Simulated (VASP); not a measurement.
# LiH in VASP: a series of runs

Aim: see how the results for LiH move with the level of theory and the settings. Levels: PBE, r2SCAN. Tasks: single point.

All numbers are computed with VASP 6.6.1; they aren't measurements. Logs are shortened: lines on timing, memory, paths and dates and some standing lists are left out, and cuts for length are marked.

## 1. The cell of the first run

Symmetry: R-3m, No. 166, trigonal system. Conventional cell: a = 3.538 Å, b = 3.538 Å, c = 4.296 Å, α = 90.00°, β = 90.00°, γ = 120.00°. Li (site symmetry -3m) has 8 H at 2.15 to 2.16 Å and 6 Li at 2.49 Å within 2.8 Å. H (site symmetry -3m) has 8 Li at 2.15 to 2.16 Å and 6 H at 2.49 Å within 2.8 Å.

## 2. Single point, PBE (strain along [111] -0.9%)

INCAR reads:

```
SYSTEM = LiH
PREC = Accurate ; ENCUT = 520
EDIFF = 1E-6 ; ISMEAR = -1
SIGMA = 0.02 ; LREAL = .FALSE.
LASPH = .TRUE. ; NELM = 80
ALGO = Normal ; ISIF = 2
LWAVE = .FALSE. ; LCHARG = .FALSE.
GGA = PE ; NBANDS = 9
```

KPOINTS reads:

```
regular mesh
0
G
  10 10 10
  0 0 0
```

POSCAR reads:

```
LiH
1.0
    2.4945706788     -0.0070880330     -0.0070880330
   -0.0070880330      2.4945706788     -0.0070880330
   -0.0070880330     -0.0070880330      2.4945706788
Li H
1 1
Direct
    0.0000000000      0.0000000000      0.0000000000
    0.5000000000      0.5000000000      0.5000000000
```

Potentials or basis: VASP PAW PBE potentials, release 64 (Li_sv, H).

Command:

```bash
$ cat potpaw_PBE.64/Li_sv/POTCAR potpaw_PBE.64/H/POTCAR > POTCAR
$ mpirun -np 1 vasp_std > vasp.out
```

OUTCAR:

```text
SYSTEM = LiH
   PREC = Accurate
   ENCUT = 520
   EDIFF = 1E-6
   ISMEAR = -1
   LREAL = .FALSE.
   LASPH = .TRUE.
   NELM = 80
   ISIF = 2
   GGA = PE

 ion  position               nearest neighbor table
   1  0.000  0.000  0.000-
   2  0.500  0.500  0.500-

  LATTYP: Found a trigonal (rhomboedric) cell.
 ALAT       =     2.4945908185
 COS(alpha) =    -0.0056746027

  Lattice vectors:

 A1 = (   2.4945706788,  -0.0070880330,  -0.0070880330)
 A2 = (  -0.0070880330,   2.4945706788,  -0.0070880330)
 A3 = (  -0.0070880330,  -0.0070880330,   2.4945706788)

Analysis of symmetry for initial positions (statically):
=====================================================================
 Subroutine PRICEL returns:
 Original cell was already a primitive cell.

 Routine SETGRP: Setting up the symmetry group for a
 trigonal (rhombohedral) supercell.

 Subroutine GETGRP returns: Found 12 space group operations
 (whereof 12 operations were pure point group operations)
 out of a pool of 12 trial point group operations.

The static configuration has the point symmetry D_3d.

Analysis of symmetry for dynamics (positions and initial velocities):
=====================================================================
 Subroutine PRICEL returns:
 Original cell was already a primitive cell.

 Routine SETGRP: Setting up the symmetry group for a
 trigonal (rhombohedral) supercell.

 Subroutine GETGRP returns: Found 12 space group operations
 (whereof 12 operations were pure point group operations)
 out of a pool of 12 trial point group operations.

The dynamic configuration has the point symmetry D_3d.

 Subroutine INISYM returns: Found 12 space group operations
 (whereof 12 operations are pure point group operations),
 and found     1 'primitive' translations

----------------------------------------------------------------------------------------

                                     Primitive cell

  volume of cell :      15.5230

  direct lattice vectors                    reciprocal lattice vectors
     2.494570679 -0.007088033 -0.007088033     0.400877073  0.001142291  0.001142291
    -0.007088033  2.494570679 -0.007088033     0.001142291  0.400877073  0.001142291
    -0.007088033 -0.007088033  2.494570679     0.001142291  0.001142291  0.400877073

  length of vectors
     2.494590819  2.494590819  2.494590819     0.400880328  0.400880328  0.400880328

  position of ions in fractional coordinates (direct lattice)
     0.000000000  0.000000000  0.000000000
     0.500000000  0.500000000  0.500000000

  ion indices of the primitive-cell ions
   primitive index   ion index
                 1           1
                 2           2

----------------------------------------------------------------------------------------

 KPOINTS: regular mesh

Automatic generation of k-mesh.
 Grid dimensions read from file:
 generate k-points for:   10   10   10

 Generating k-lattice:

  Cartesian coordinates                     Fractional coordinates (reciprocal lattice)
     0.040087707  0.000114229  0.000114229     0.100000000 -0.000000000 -0.000000000
     0.000114229  0.040087707  0.000114229    -0.000000000  0.100000000 -0.000000000
     0.000114229  0.000114229  0.040087707    -0.000000000 -0.000000000  0.100000000

  Length of vectors
     0.040088033  0.040088033  0.040088033

  Shift w.r.t. Gamma in fractional coordinates (k-lattice)
     0.000000000  0.000000000  0.000000000

 Subroutine IBZKPT returns following result:
 ===========================================

 Found    116 irreducible k-points:

 Following reciprocal coordinates:
            Coordinates               Weight
  0.000000  0.000000  0.000000      1.000000
  0.100000  0.000000  0.000000      6.000000
  0.200000  0.000000  0.000000      6.000000
  0.300000  0.000000  0.000000      6.000000
  0.400000 -0.000000  0.000000      6.000000
  0.500000  0.000000  0.000000      3.000000
[... 16 lines left out ...]
  0.300000  0.300000  0.000000      6.000000
  0.400000  0.300000  0.000000     12.000000
 [... further k-points ...]
   k-points           NKPTS =    116   k-points in BZ     NKDIM =    116   number of bands    NBANDS=      9
   number of dos      NEDOS =    301   number of ions     NIONS =      2
   total plane-waves  NPLWV =   8000
   dimension x,y,z NGX =    20 NGY =   20 NGZ =   20
   dimension x,y,z NGXF=    40 NGYF=   40 NGZF=   40
   ions per type =               1   1
   NGX,Y,Z   is equivalent  to a cutoff of  13.33, 13.33, 13.33 a.u.
   NGXF,Y,Z  is equivalent  to a cutoff of  26.66, 26.66, 26.66 a.u.
 SYSTEM =  LiH
   PREC   = accura    normal or accurate (medium, high low for compatibility)
   ISTART =      0    job   : 0-new  1-cont  2-samecut
   ICHARG =      2    charge: 1-file 2-atom 10-const
   ISPIN  =      1    spin polarized calculation?
   LNONCOLLINEAR =      F non collinear calculations
   LSORBIT =      F    spin-orbit coupling
   LASPH  =      T    aspherical Exc in radial PAW
   ENCUT  =  520.0 eV  38.22 Ry    6.18 a.u.   4.64  4.64  4.64*2*pi/ulx,y,z
   NELM   =     80;   NELMIN=  2; NELMDL= -5     # of ELM steps
   EDIFF  = 0.1E-05   stopping-criterion for ELM
   LREAL  =      F    real-space projection
   EDIFFG = 0.1E-04   stopping-criterion for IOM
   NSW    =      0    number of steps for IOM
   IBRION =     -1    ionic relax: 0-MD 1-quasi-New 2-CG
   NFREE  =      0    steps in history (QN), initial steepest desc. (CG)
   ISIF   =      2    stress and relaxation
   ISYM   =      2    0-nonsym 1-usesym 2-fastsym
   POTIM  = 0.5000    time-step for ionic-motion
   TEBEG  =    0.0;   TEEND  =   0.0 temperature during run
   PSTRESS=    0.0 pullay stress
   NELECT =       4.0000    total number of electrons
   NUPDOWN=      -1.0000    fix difference up-down
   EMIN   =  10.00;   EMAX   =-10.00  energy-range for DOS
   EFERMI =   0.00;   METHOD = LEGACY
   ISMEAR =    -1;   SIGMA  =   0.02  broadening in eV -4-tet -1-fermi 0-gaus
   EFERMI_NEDOS =   21; number of points for ismear=-14 and -15
   IALGO  =     38    algorithm
   IMIX   =      4    mixing-type and parameters
     AMIX     =   0.40;   BMIX     =  1.00
     AMIX_MAG =   1.60;   BMIX_MAG =  1.00
  volume/ion in A,a.u.               =       7.76        52.38
  Fermi-wavevector in a.u.,A,eV,Ry     =   1.041764  1.968648 14.766015  1.085271
  Thomas-Fermi vector in A             =   2.176399
   LORBIT       =      0    0 simple, 1 ext, 2 COOP (PROOUT), +10 PAW based schemes
   GGA     = PE    functional components
   LHFCALC =     F    Hartree Fock is set to
   AEXX    =    0.0000 exact exchange contribution
   IVDW    =     0    specifies the selected vdW correction
   LEPSILON=     F    determine dielectric tensor
   LRPA    =     F    only Hartree local field effects (RPA)
 non-spin polarized calculation
  energy-cutoff  :      520.00
  volume of cell :       15.52
 maximum number of plane-waves:       437
   NGX =  9   NGY =  9   NGZ =  9

 number of electron       4.0000011 magnetization

 Free energy of the ion-electron system (eV)
  ---------------------------------------------------
  ext. energy  EPLUGINS =         0.00000000
  ---------------------------------------------------
  free energy    TOTEN  =        -5.65943133 eV

  energy without entropy =       -5.65943133  energy(sigma->0) =       -5.65943133

 E-fermi :   3.9711     XC(G=0):  -8.6871

 val. band max:        3.6117712744   @ k =   0.5000   0.5000   0.5000
 cond. band min:       4.3432301729   @ k =   0.5000   0.0000   0.0000
 fundamental gap:      0.7314588985
 Fermi energy:         3.9710719928

 k-point     1 :       0.0000    0.0000    0.0000
  band No.  band energies     occupation
      1     -44.5240      2.00000
      2      -5.2779      2.00000
      3      15.5842      0.00000
      4      15.6482      0.00000
      5      15.6482      0.00000
      6      16.2739      0.00000
      7      18.7826      0.00000
      8      18.7826      0.00000
      9      35.3682      0.00000

 k-point     2 :       0.1000    0.0000    0.0000
  band No.  band energies     occupation
      1     -44.5187      2.00000
      2      -5.1259      2.00000
      3      12.8754      0.00000
      4      15.8320      0.00000
      5      15.8746      0.00000
      6      16.3824      0.00000
      7      19.0230      0.00000
      8      21.7628      0.00000
      9      33.9222      0.00000

 k-point     3 :       0.2000    0.0000    0.0000
  band No.  band energies     occupation
      1     -44.5049      2.00000
      2      -4.6889      2.00000
      3       9.6614      0.00000
      4      16.0340      0.00000
      5      16.5090      0.00000
      6      16.5474      0.00000
      7      19.7434      0.00000
      8      26.3176      0.00000
      9      30.7979      0.00000

 k-point     4 :       0.3000    0.0000    0.0000
  band No.  band energies     occupation
      1     -44.4878      2.00000
      2      -4.0365      2.00000
      3       6.9784      0.00000
      4      15.5937      0.00000
      5      17.5999      0.00000
      6      17.6379      0.00000
      7      20.9394      0.00000
      8      27.6022      0.00000
      9      27.6219      0.00000
[... 205 lines left out ...]
 k-point    22 :      -0.2000    0.2000    0.0000
  band No.  band energies     occupation
      1     -44.4865      2.00000
      2      -4.0492      2.00000
      3       9.4323      0.00000
      4      11.1153      0.00000
      5      16.5877      0.00000
      6      17.4086      0.00000
      7      24.4542      0.00000
      8      27.5507      0.00000
      9      28.5173      0.00000

 k-point    23 :       0.3000    0.3000    0.0000
  band No.  band energies     occupation
      1     -44.4541      2.00000
      2      -2.4974      2.00000
      3       6.9951      0.00000
      4       8.9316      0.00000
      5      15.5022      0.00000
      6      19.5639      0.00000
      7      22.9798      0.00000
      8      28.2321      0.00000
      9      29.8625      0.00000

 k-point    24 :       0.4000    0.3000    0.0000
  band No.  band energies     occupation
      1     -44.4413      2.00000
      2      -1.5933      2.00000
      3       5.5840      0.00000
      4       8.6805      0.00000
      5      14.6847      0.00000
      6      20.8544      0.00000
      7      22.6216      0.00000
      8      26.7314      0.00000
      9      29.3662      0.00000

 [... further k-points ...]
[... 5 lines left out ...]
  --------------------------------------------------------------------------------------
  -------------------------------------------------------------------------------------
  Total        0.0366123      0.0366123      0.0366123     -0.0112250     -0.0112250     -0.0112250
  in kB        3.7788558      3.7788558      3.7788558     -1.1585661     -1.1585661     -1.1585661
  external PRESSURE =       3.7788558 kB  Pullay stress =       0.0000000 kB

 VOLUME and BASIS-vectors are now :
 -----------------------------------------------------------------------------
  energy-cutoff  :      520.00
  volume of cell :       15.52
      direct lattice vectors                 reciprocal lattice vectors
     2.494570679 -0.007088033 -0.007088033     0.400877073  0.001142291  0.001142291
    -0.007088033  2.494570679 -0.007088033     0.001142291  0.400877073  0.001142291
    -0.007088033 -0.007088033  2.494570679     0.001142291  0.001142291  0.400877073

 POSITION                                       TOTAL-FORCE (eV/Angst)
 -----------------------------------------------------------------------------------
      0.00000      0.00000      0.00000        -0.000000     -0.000000      0.000000
      1.24020      1.24020      1.24020         0.000000      0.000000     -0.000000
 -----------------------------------------------------------------------------------
    total drift:                                0.000000      0.000000      0.000000

  FREE ENERGIE OF THE ION-ELECTRON SYSTEM (eV)
  ---------------------------------------------------
  free  energy   TOTEN  =        -5.6594313326 eV

  energy  without entropy=       -5.6594313326  energy(sigma->0) =       -5.65943133
```

Wall time 5.7 s (1 thread of Intel Xeon 6975P-C (Granite Rapids), shared host); peak memory 0.12 GiB.

What came out:

```yaml
Free_energy: -5.6594 eV
Band_gap_on_the_k_mesh: 0.73 eV, indirect (least direct gap 4.16 eV)
```

Levels at points of the mesh, in eV from the valence-band top:
```
           k point  band 1  band 2  band 3  band 4  band 5
(0.00, 0.00, 0.00)  -48.14   -8.89   11.97   12.04   12.04
(0.50, 0.00, 0.00)  -48.08   -6.64    0.73   11.50   16.32
(0.50, 0.50, 0.00)  -48.03   -2.70    1.47    1.58    9.18
(0.50, 0.50, 0.50)  -47.99    0.00    6.38    6.38    6.54
```

Caveat: the cell differs from its parent crystal (strain along [111] -0.9%); the cutoff is under 1.25 times the usual one of these potentials, so pressure, stress and relaxed cells hold a basis-set (Pulay) error. A k mesh can miss the band edges.

## 3. Single point, PBE (biaxial xy strain +4.4%)

INCAR reads:

```
SYSTEM = LiH
PREC = Accurate
ENCUT = 520
EDIFF = 1E-6
ISMEAR = -1
SIGMA = 0.02
LREAL = .False.
LASPH = .True.
NELM = 100
ALGO = Normal
ISIF = 2
LWAVE = .False.
LCHARG = .False.
GGA = PE
NBANDS = 9
```

KPOINTS reads:

```
Automatic mesh
0
Gamma
  10 10 10
  0 0 0
```

POSCAR reads:

```
LiH
1.0
    2.6127323586      0.0000000000      0.0000000000
    0.0000000000      2.6127323586      0.0000000000
    0.0000000000      0.0000000000      2.5016587118
Li H
1 1
Direct
    0.0000000000      0.0000000000      0.0000000000
    0.5000000000      0.5000000000      0.5000000000
```

Potentials or basis: VASP PAW PBE potentials, release 64 (Li_sv, H).

Command:

```bash
$ cat potpaw_PBE.64/Li_sv/POTCAR potpaw_PBE.64/H/POTCAR > POTCAR
$ mpirun -np 1 vasp_std > vasp.out
```

Run time: 6.1 s. Hardware: 1 thread of Intel Xeon 6975P-C (Granite Rapids), shared host; peak memory 0.13 GiB.

It converged, with:

```
Free energy            : -5.6363 eV
Band gap on the k mesh : 0.58 eV, indirect (least direct gap 3.99 eV)
```

Levels at points of the mesh, in eV from the valence-band top:
| k point | band 1 | band 2 | band 3 | band 4 | band 5 | band 6 |
| --- | --- | --- | --- | --- | --- | --- |
| (0.00, 0.00, 0.00) | -48.00 | -8.28 | 10.91 | 10.91 | 11.47 | 12.67 |
| (0.50, 0.00, 0.00) | -47.96 | -6.20 | 0.58 | 10.92 | 14.79 | 16.41 |
| (0.50, 0.50, 0.00) | -47.93 | -2.70 | 1.43 | 1.43 | 8.28 | 19.15 |
| (0.00, 0.00, 0.50) | -47.94 | -5.84 | 1.06 | 10.36 | 15.31 | 15.31 |
| (0.50, 0.00, 0.50) | -47.91 | -2.33 | 1.67 | 1.97 | 8.72 | 18.16 |
| (0.50, 0.50, 0.50) | -47.88 | 0.00 | 5.97 | 6.40 | 6.40 | 8.53 |

Caveat: the cell differs from its parent crystal (biaxial xy strain +4.4%); the cutoff is under 1.25 times the usual one of these potentials, so pressure, stress and relaxed cells hold a basis-set (Pulay) error. A k mesh can miss the band edges.

## 4. Single point, r2SCAN (strain along [111] -0.9%)

POSCAR reads:

```
LiH
1.0
    2.4945706788     -0.0070880330     -0.0070880330
   -0.0070880330      2.4945706788     -0.0070880330
   -0.0070880330     -0.0070880330      2.4945706788
Li H
1 1
Direct
    0.0000000000      0.0000000000      0.0000000000
    0.5000000000      0.5000000000      0.5000000000
```

INCAR.step1 reads:

```
  PREC = Accurate
  ENCUT = 520
  ISMEAR = 0
  SIGMA = 0.01
  LREAL = False
  LASPH = True
  NELM = 100
  NBANDS = 9
  GGA = PE
  ALGO = Normal
  EDIFF = 1E-4
  LWAVE = True
  LCHARG = False
```

INCAR.step2 reads:

```
  PREC = Accurate
  ENCUT = 520
  EDIFF = 1E-6
  ISMEAR = 0
  SIGMA = 0.01
  LREAL = False
  LASPH = True
  NELM = 100
  ALGO = Normal
  ISIF = 2
  LWAVE = False
  LCHARG = True
  METAGGA = R2SCAN
  LMIXTAU = True
  LELF = True
  LVHAR = True
  NBANDS = 9
  ISTART = 1
```

KPOINTS reads:

```
regular mesh
0
Gamma
  10 10 10
```

Command:

```bash
$ cat potpaw_PBE.64/Li_sv/POTCAR potpaw_PBE.64/H/POTCAR > POTCAR
$ cp INCAR.step1 INCAR
$ mpirun -np 1 vasp_std > vasp.out
$ cp INCAR.step2 INCAR
$ mpirun -np 1 vasp_std > vasp.out
```

Run time: 34 s. Hardware: 1 thread of Intel Xeon 6975P-C (Granite Rapids), shared host; peak memory 0.13 GiB.

Results (log left out):

| Item | Value |
| --- | --- |
| Free energy | -6.3396 eV |
| Band gap on the k mesh | 1.29 eV, indirect (least direct gap 4.84 eV) |

Levels at points of the mesh, in eV from the valence-band top:
```tsv
k point	band 1	band 2	band 3	band 4	band 5
(0.00, 0.00, 0.00)	-49.81	-9.18	13.04	13.11	13.11
(0.50, 0.00, 0.00)	-49.76	-6.91	1.29	12.79	18.07
(0.50, 0.50, 0.00)	-49.71	-2.89	1.95	2.06	10.52
(0.50, 0.50, 0.50)	-49.67	0.00	7.47	7.47	7.64
```

Caveat: the cell differs from its parent crystal (strain along [111] -0.9%); the cutoff is under 1.25 times the usual one of these potentials, so pressure, stress and relaxed cells hold a basis-set (Pulay) error; the PAW data sets were made with another functional, which shifts forces and pressure a little.

## 5. Single point, r2SCAN (biaxial xy strain +4.4%)

POSCAR reads:

```
LiH
1.0
    2.6127323586      0.0000000000      0.0000000000
    0.0000000000      2.6127323586      0.0000000000
    0.0000000000      0.0000000000      2.5016587118
Li H
1 1
Direct
    0.0000000000      0.0000000000      0.0000000000
    0.5000000000      0.5000000000      0.5000000000
```

INCAR.step1 reads:

```
PREC = Accurate
ENCUT = 520
ISMEAR = 0
SIGMA = 0.01
LREAL = False
LASPH = True
NELM = 60
NBANDS = 9
GGA = PE
ALGO = Normal
EDIFF = 1E-4
LWAVE = True
LCHARG = False
```

INCAR.step2 reads:

```
PREC = Accurate
ENCUT = 520
EDIFF = 1E-6
ISMEAR = 0
SIGMA = 0.01
LREAL = False
LASPH = True
NELM = 60
ALGO = Normal
ISIF = 2
LWAVE = False
LCHARG = False
METAGGA = R2SCAN
LMIXTAU = True
NBANDS = 9
ISTART = 1
```

KPOINTS is that of step 4.

Command:

```bash
$ cat potpaw_PBE.64/Li_sv/POTCAR potpaw_PBE.64/H/POTCAR > POTCAR
$ cp INCAR.step1 INCAR
$ mpirun -np 1 vasp_std > vasp.out
$ cp INCAR.step2 INCAR
$ mpirun -np 1 vasp_std > vasp.out
```

It took 38 s on 1 thread of Intel Xeon 6975P-C (Granite Rapids), shared host; peak memory 0.13 GiB.

It converged, with:

| Quantity | Value |
| --- | --- |
| Free energy | -6.3111 eV |
| Band gap on the k mesh | 1.11 eV, indirect (least direct gap 4.65 eV) |

Levels at points of the mesh, in eV from the valence-band top:
```csv
k point,band 1,band 2,band 3,band 4,band 5,band 6
"(0.00, 0.00, 0.00)",-49.64,-8.56,11.89,11.89,12.84,13.78
"(0.50, 0.00, 0.00)",-49.61,-6.46,1.11,12.16,16.38,18.14
"(0.50, 0.50, 0.00)",-49.58,-2.90,1.88,1.88,9.54,21.37
"(0.00, 0.00, 0.50)",-49.60,-6.08,1.61,11.57,16.95,16.95
"(0.50, 0.00, 0.50)",-49.57,-2.50,2.15,2.46,9.98,20.28
"(0.50, 0.50, 0.50)",-49.54,0.00,7.00,7.46,7.46,8.85
```

Caveat: the cell differs from its parent crystal (biaxial xy strain +4.4%); the cutoff is under 1.25 times the usual one of these potentials, so pressure, stress and relaxed cells hold a basis-set (Pulay) error; the PAW data sets were made with another functional, which shifts forces and pressure a little. A k mesh can miss the band edges.

## 6. The runs side by side

```tsv
level	cell	smearing	gap on the mesh (eV)
PBE	a = 2.495 Å, angles 90.3°, 2 atoms	fermi-dirac 0.02 eV	0.73
PBE	a = 2.613, b = 2.613, c = 2.502 Å, 2 atoms	fermi-dirac 0.02 eV	0.58
r2SCAN	a = 2.495 Å, angles 90.3°, 2 atoms	gaussian 0.01 eV	1.29
r2SCAN	a = 2.613, b = 2.613, c = 2.502 Å, 2 atoms	gaussian 0.01 eV	1.11
```

Alike in all rows: task single point; potentials or basis VASP PAW PBE potentials, release 64 (Li_sv, H); no spin polarisation; k mesh 10 × 10 × 10; cutoff (eV) 520.

Caveats: the cutoff is under 1.25 times the usual one of these potentials, so pressure, stress and relaxed cells hold a basis-set (Pulay) error; the PAW data sets were made with another functional, which shifts forces and pressure a little (some runs).

Absolute energies hang on the potentials; compare differences alone.
